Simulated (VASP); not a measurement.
# WF3 (Fm-3m) in VASP: relaxation of cell and atoms with PBE

Aim: the relaxation of cell and atoms of WF3 with PBE.

Everything below comes from runs of VASP 6.6.1. Logs are shortened: lines on timing, memory, paths and dates and some standing lists are left out, and cuts for length are marked.

## Step 1: The cell of the first run

Symmetry: Fm-3m, No. 225, cubic system. Conventional cell: a = 8.171 Å, b = 8.171 Å, c = 8.171 Å, α = 90.00°, β = 90.00°, γ = 90.00°. W (site symmetry m-3m) has 6 F at 1.86 Å within 2.5 Å. Within 2.9 Å of W (site symmetry m-3m) lie 6 F at 2.22 Å. F (site symmetry 4mm) has 2 W at 1.86 to 2.22 Å within 2.5 Å.

The cell was generated, and may not be a known phase.

## Step 2: Relaxation of cell and atoms, PBE, collinear spin

INCAR reads:

```
PREC     = Accurate       # precision mode
ENCUT    = 600            # plane-wave cutoff, eV
EDIFF    = 1E-7           # SCF threshold, eV
ISMEAR   = 0              # smearing method
SIGMA    = 0.1            # smearing width, eV
LREAL    = False          # projectors in reciprocal space
LASPH    = True           # aspherical terms in the spheres
NELM     = 150            # most SCF steps
ALGO     = Normal         # electronic algorithm
ISIF     = 3              # what is computed and relaxed
LWAVE    = False          # write WAVECAR
LCHARG   = False          # write CHGCAR
ISPIN    = 2              # spin polarisation
MAGMOM   = 1.63 1.63 0.1 0.1 0.1 0.1 0.1 0.1 # initial moments
LORBIT   = 11             # projections on sites
LMAXMIX  = 4              # l up to which the mixer works
GGA      = PE             # functional
IBRION   = 2              # ionic algorithm
NSW      = 90             # ionic steps
EDIFFG   = -0.04          # ionic threshold
```

KPOINTS reads:

```
regular mesh
0
Gamma
  4 4 4
```

POSCAR reads:

```
WF3
1.0
    0.0000000000      4.0854094100      4.0854094100
    4.0854094100      0.0000000000      4.0854094100
    4.0854094100      4.0854094100      0.0000000000
W F
2 6
Direct
    0.5000000000      0.5000000000      0.5000000000
    0.0000000000      0.0000000000      0.0000000000
    0.7281905400      0.2718094600      0.7281905400
    0.2718094600      0.2718094600      0.7281905400
    0.2718094600      0.7281905400      0.2718094600
    0.2718094600      0.7281905400      0.7281905400
    0.7281905400      0.2718094600      0.2718094600
    0.7281905400      0.7281905400      0.2718094600
```

Potentials or basis: VASP PAW PBE potentials, release 64 (W_sv, F).

Run with:

```
> cat potpaw_PBE.64/W_sv/POTCAR potpaw_PBE.64/F/POTCAR > POTCAR
> mpirun -np 1 vasp_std > vasp.out
```

OUTCAR:

```text
PREC = Accurate
   ENCUT = 600
   EDIFF = 1E-7
   ISMEAR = 0
   LREAL = False
   LASPH = True
   NELM = 150
   ISIF = 3
   ISPIN = 2
   LORBIT = 11
   GGA = PE
   IBRION = 2
   NSW = 90
   EDIFFG = -0.04

 ion  position               nearest neighbor table
   1  0.500  0.500  0.500-   3 1.86   4 1.86   5 1.86   6 1.86   7 1.86   8 1.86
   2  0.000  0.000  0.000-   3 2.22   4 2.22   5 2.22   6 2.22   7 2.22   8 2.22
   3  0.728  0.272  0.728-   1 1.86   2 2.22
   4  0.272  0.272  0.728-   1 1.86   2 2.22
   5  0.272  0.728  0.272-   1 1.86   2 2.22
   6  0.272  0.728  0.728-   1 1.86   2 2.22
   7  0.728  0.272  0.272-   1 1.86   2 2.22
   8  0.728  0.728  0.272-   1 1.86   2 2.22

  LATTYP: Found a face centered cubic cell.
 ALAT       =     8.1708188200

  Lattice vectors:

 A1 = (   0.0000000000,   4.0854094100,   4.0854094100)
 A2 = (   4.0854094100,   0.0000000000,   4.0854094100)
 A3 = (   4.0854094100,   4.0854094100,   0.0000000000)

Analysis of symmetry for initial positions (statically):
=====================================================================
 Subroutine PRICEL returns:
 Original cell was already a primitive cell.

 Routine SETGRP: Setting up the symmetry group for a
 face centered cubic supercell.

 Subroutine GETGRP returns: Found 48 space group operations
 (whereof 48 operations were pure point group operations)
 out of a pool of 48 trial point group operations.

The static configuration has the point symmetry O_h .

Analysis of symmetry for dynamics (positions and initial velocities):
=====================================================================
 Subroutine PRICEL returns:
 Original cell was already a primitive cell.

 Routine SETGRP: Setting up the symmetry group for a
 face centered cubic supercell.

 Subroutine GETGRP returns: Found 48 space group operations
 (whereof 48 operations were pure point group operations)
 out of a pool of 48 trial point group operations.

The dynamic configuration has the point symmetry O_h .

Analysis of structural, dynamic, and magnetic symmetry:
=====================================================================
 Subroutine PRICEL returns:
 Original cell was already a primitive cell.

 Routine SETGRP: Setting up the symmetry group for a
 face centered cubic supercell.

 Subroutine GETGRP returns: Found 48 space group operations
 (whereof 48 operations were pure point group operations)
 out of a pool of 48 trial point group operations.

The overall configuration has the point symmetry O_h .

[... 116 lines left out ...]
  Thomas-Fermi vector in A             =   2.441283
   LORBIT       =     11    0 simple, 1 ext, 2 COOP (PROOUT), +10 PAW based schemes
   GGA     = PE    functional components
   LHFCALC =     F    Hartree Fock is set to
   AEXX    =    0.0000 exact exchange contribution
   IVDW    =     0    specifies the selected vdW correction
   LEPSILON=     F    determine dielectric tensor
   LRPA    =     F    only Hartree local field effects (RPA)
 conjugate gradient relaxation of ions
 spin polarized calculation
 Gauss-broadening in eV      SIGMA  =   0.10
  energy-cutoff  :      600.00
  volume of cell :      136.38
 maximum number of plane-waves:      4584
 NGX is ok and might be reduce to    48
   NGX = 23   NGY = 23   NGZ = 23

--------------------------------------- Ionic step        1  -------------------------------------------

 number of electron      69.9999974 magnetization       0.0001264

 number of electron      69.9999974 magnetization      -0.0000038

 Free energy of the ion-electron system (eV)
  ---------------------------------------------------
  ext. energy  EPLUGINS =         0.00000000
  ---------------------------------------------------
  free energy    TOTEN  =       -48.25342116 eV

  energy without entropy =      -48.16843105  energy(sigma->0) =      -48.21092611

------------------------ aborting loop because EDIFF is reached ----------------------------------------

  FORCE on cell =-STRESS in cart. coord.  units (eV):
  Direction    XX          YY          ZZ          XY          YZ          ZX
  --------------------------------------------------------------------------------------
  -------------------------------------------------------------------------------------
  Total        9.0444402      9.0444402      9.0444402      0.0000000      0.0000000      0.0000000
  in kB      106.2565045    106.2565045    106.2565045      0.0000000      0.0000000      0.0000000
  external PRESSURE =     106.2565045 kB  Pullay stress =       0.0000000 kB
[... 163 lines left out ...]
 number of electron      69.9999965 magnetization       0.0000341

 number of electron      69.9999965 magnetization      -0.0000847

 Free energy of the ion-electron system (eV)
  ---------------------------------------------------
  ext. energy  EPLUGINS =         0.00000000
  ---------------------------------------------------
  free energy    TOTEN  =       -50.18660413 eV

  energy without entropy =      -50.05539135  energy(sigma->0) =      -50.12099774

 E-fermi :   3.4878     XC(G=0):  -8.4871

 val. band max:        3.4699086327   @ k =   0.5000   0.2500   0.0000
 cond. band min:       3.4885746621   @ k =   0.5000   0.2500   0.0000
 fundamental gap:      0.0186660294
 Fermi energy:         3.4877612727

 spin component 1

 k-point     1 :       0.0000    0.0000    0.0000
  band No.  band energies     occupation
      1     -72.2187      1.00000
      2     -72.1956      1.00000
      3     -36.5774      1.00000
      4     -36.5774      1.00000
      5     -36.5774      1.00000
      6     -36.4950      1.00000
[... 365 lines left out ...]
     43       7.8226      0.00000
     44       7.8226      0.00000
 Fermi energy:         3.4877612727

 spin component 2

 k-point     1 :       0.0000    0.0000    0.0000
  band No.  band energies     occupation
      1     -72.2187      1.00000
      2     -72.1956      1.00000
      3     -36.5774      1.00000
      4     -36.5774      1.00000
      5     -36.5774      1.00000
      6     -36.4951      1.00000
[... 400 lines left out ...]
  FREE ENERGIE OF THE ION-ELECTRON SYSTEM (eV)
  ---------------------------------------------------
  free  energy   TOTEN  =       -50.1866041277 eV

  energy  without entropy=      -50.0553913459  energy(sigma->0) =      -50.12099774

 reached required accuracy - stopping structural energy minimisation

 total charge

# of ion       s       p       d       tot
------------------------------------------
    1        2.196   6.209   3.351  11.756
    2        2.193   6.205   3.352  11.750
    3        1.726   4.371   0.000   6.097
    4        1.726   4.371   0.000   6.097
    5        1.726   4.371   0.000   6.097
    6        1.726   4.371   0.000   6.097
    7        1.726   4.371   0.000   6.097
    8        1.726   4.371   0.000   6.097
--------------------------------------------------
tot         14.744  38.643   6.702  60.089

 magnetization (x)

# of ion       s       p       d       tot
------------------------------------------
    1        0.000  -0.000  -0.000  -0.000
    2       -0.000  -0.000  -0.000  -0.000
    3       -0.000  -0.000   0.000  -0.000
    4       -0.000  -0.000   0.000  -0.000
    5       -0.000  -0.000   0.000  -0.000
    6       -0.000  -0.000   0.000  -0.000
    7       -0.000  -0.000   0.000  -0.000
    8       -0.000  -0.000   0.000  -0.000
--------------------------------------------------
tot         -0.000  -0.000  -0.000  -0.000
```

CONTCAR:

```text
WF3
   1.00000000000000
     0.0000000000000000    4.0853031606148740    4.0853031606148740
     4.0853031606148731   -0.0000000000000000    4.0853031606148740
     4.0853031606148731    4.0853031606148740   -0.0000000000000000
  W               F
     2     6
Direct
     0.5000000000000000    0.5000000000000000    0.5000000000000000
     0.0000000000000000    0.0000000000000000    0.0000000000000000
     0.7497412720403319    0.2502587279596680    0.7497412720403319
     0.2502587279596680    0.2502587279596680    0.7497412720403319
     0.2502587279596680    0.7497412720403319    0.2502587279596680
     0.2502587279596680    0.7497412720403319    0.7497412720403319
     0.7497412720403319    0.2502587279596680    0.2502587279596680
     0.7497412720403319    0.7497412720403319    0.2502587279596680

  0.00000000E+00  0.00000000E+00  0.00000000E+00
  0.00000000E+00  0.00000000E+00  0.00000000E+00
  0.00000000E+00  0.00000000E+00  0.00000000E+00
  0.00000000E+00  0.00000000E+00  0.00000000E+00
  0.00000000E+00  0.00000000E+00  0.00000000E+00
  0.00000000E+00  0.00000000E+00  0.00000000E+00
  0.00000000E+00  0.00000000E+00  0.00000000E+00
  0.00000000E+00  0.00000000E+00  0.00000000E+00
```

Run time: 30 min. Hardware: 1 thread of Intel Xeon 8259CL, shared host; peak memory 0.46 GiB.

What came out:

* Free energy: -50.1866 eV
* Energy gained by relaxing: 241.6 meV/atom
* Ionic steps: 5
* Pressure after relaxing: 0.3 GPa
* Largest force after relaxing: 0.038 eV/Å
* Band gap on the k mesh: zero (filled and empty bands overlap)
* Net moment: 0.00 μB per cell
* Valence electrons inside the program's atomic spheres: W 11.76, 11.75; F 6.10

Forces on the atoms (eV/Å):
```
W    0.000  0.000  0.000
W    0.000  0.000  0.000
F    0.000  0.038  0.000
F    0.000  0.000 -0.038
F    0.000 -0.038  0.000
F    0.038  0.000  0.000
F   -0.038  0.000  0.000
F    0.000  0.000  0.038
```

Step by step:
```
step  energy change (eV)  largest force (eV/Å)  pressure (GPa)  volume (Å³)
   1              0.0000                4.0268           10.63       136.38
   2             -0.9029                0.0881          -12.14       159.93
   3             -1.4559                0.7588           -6.67       148.82
   4             -1.9281                0.1471           -0.66       137.52
   5             -1.9332                0.0380            0.26       136.36
```

Final structure:
```cif
data_structure
_symmetry_space_group_name_H-M 'P 1'
_symmetry_Int_Tables_number 1
_cell_length_a 5.7775
_cell_length_b 5.7775
_cell_length_c 5.7775
_cell_angle_alpha 60.000
_cell_angle_beta 60.000
_cell_angle_gamma 60.000
_cell_volume 136.36
loop_
_atom_site_label
_atom_site_type_symbol
_atom_site_fract_x
_atom_site_fract_y
_atom_site_fract_z
_atom_site_occupancy
W1 W 0.50000 0.50000 0.50000 1
W2 W 0.00000 0.00000 0.00000 1
F1 F 0.74974 0.25026 0.74974 1
F2 F 0.25026 0.25026 0.74974 1
F3 F 0.25026 0.74974 0.25026 1
F4 F 0.25026 0.74974 0.74974 1
F5 F 0.74974 0.25026 0.25026 1
F6 F 0.74974 0.74974 0.25026 1
```

Caveat: spin-orbit coupling is left out, which moves the levels of the heavy elements.
